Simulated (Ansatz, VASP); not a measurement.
Two plane-wave programs on Ta

```
CELL_PARAMETERS angstrom
-1.52258 1.65948 1.84618
1.52258 -1.65948 1.84618
1.52258 1.65948 -1.84618
ATOMIC_POSITIONS crystal
Ta 0.00000 0.00000 0.00000
```

Change from the starting cell: normal strain along x -0.0825, normal strain along z +0.1125.

Alike in both runs: task single point; functional PBE; k mesh 18 × 18 × 18; occupations gaussian, width 0.15 eV; no spin polarisation.

|  | VASP | Ansatz |
| --- | --- | --- |
| version | VASP 6.6.1 | Ansatz 0.2.0 |
| potentials or method | VASP PAW PBE potentials, release 64 (Ta_pv), cutoff 520 eV | scalar-relativistic, plane waves, PAW |
| valence electrons in the cell | 11 | 13 |

|  | VASP | Ansatz | Ansatz less VASP |
| --- | --- | --- | --- |
| gap on the k mesh at the Fermi level (eV) | none | none | - |
| pressure (GPa) | -1.5 | -1.5 | -0.05 |
| traceless stress, the component that is largest in VASP (GPa) | -7.61 | -7.60 | +0.008 |

A gap of «none» marks a metal or a gap that the smearing closes. The functional is the same, so the differences come from potentials, cutoffs and numerics. VASP's potentials hold 11 valence electrons a cell and Ansatz's 13, so a difference there can come from the potentials and not from the codes.

Neither program's run includes spin-orbit coupling.
